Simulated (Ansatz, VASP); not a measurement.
Ru: VASP beside Ansatz

INCAR

```
ALGO = Normal
EDIFF = 1E-8
ENCUT = 520
GGA = PE
ISIF = 2
ISMEAR = -1
LASPH = T
LCHARG = F
LEFG = T
LREAL = F
LWAVE = F
NBANDS = 21
NELM = 80
PREC = Accurate
SIGMA = 0.05
```

KPOINTS

```
k-points
0
Gamma
  13 13 7
```

Contents of POSCAR:

```
Ru
1.0
    2.7058000000      0.0000000000      0.0000000000
   -1.3529000000      2.3432915376      0.0000000000
    0.0000000000      0.0000000000      4.2819000000
Ru
2
Direct
    0.3333333333      0.6666666667      0.2500000000
    0.6666666667      0.3333333333      0.7500000000
```

Input for Ansatz:

```yaml
crystal:
  lattice:
    - [2.7058, 0.0, 0.0]
    - [-1.3529, 2.3432915376, 0.0]
    - [0.0, 0.0, 4.2819]
  atoms:
    - { symbol: Ru, position: [0.3333333333, 0.6666666667, 0.25] }
    - { symbol: Ru, position: [0.6666666667, 0.3333333333, 0.75] }
kpoints:
  mp_grid: { grid: [13, 13, 7] }
scf:
  occupations: { method: fermi_dirac, width: 0.05 }
hamiltonian:
  xc: pbe
  pseudopotentials: { kind: all_electron, datasets: crystal }
output:
  forces: true
  stress: true
  eigenvalues: true
  efg: { contact_densities: true }
```

Change from the starting cell: shortest bond scaled by 1, crystal datasets.

Alike in both runs: task electric field gradients; functional PBE; k mesh 13 × 13 × 7; occupations fermi-dirac, width 0.05 eV; no spin polarisation.

```csv
,VASP,Ansatz
version,VASP 6.6.1,Ansatz 0.2.0
potentials or method,"VASP PAW PBE potentials, release 64 (Ru_pv), cutoff 520 eV","all-electron PAW with datasets made for the crystal, scalar-relativistic"
```

|  | VASP | Ansatz | Ansatz less VASP |
| --- | --- | --- | --- |
| pressure (GPa) | 4.4 | 4.4 | +0.02 |
| traceless stress, the component that is largest in VASP (GPa) | -1.07 | -1.11 | -0.042 |
| size of Vzz on the site where it differs most (V/Å²) | 16.7 | 14.8 | -1.88 |

Ansatz ran all-electron here, and VASP with PAW potentials.
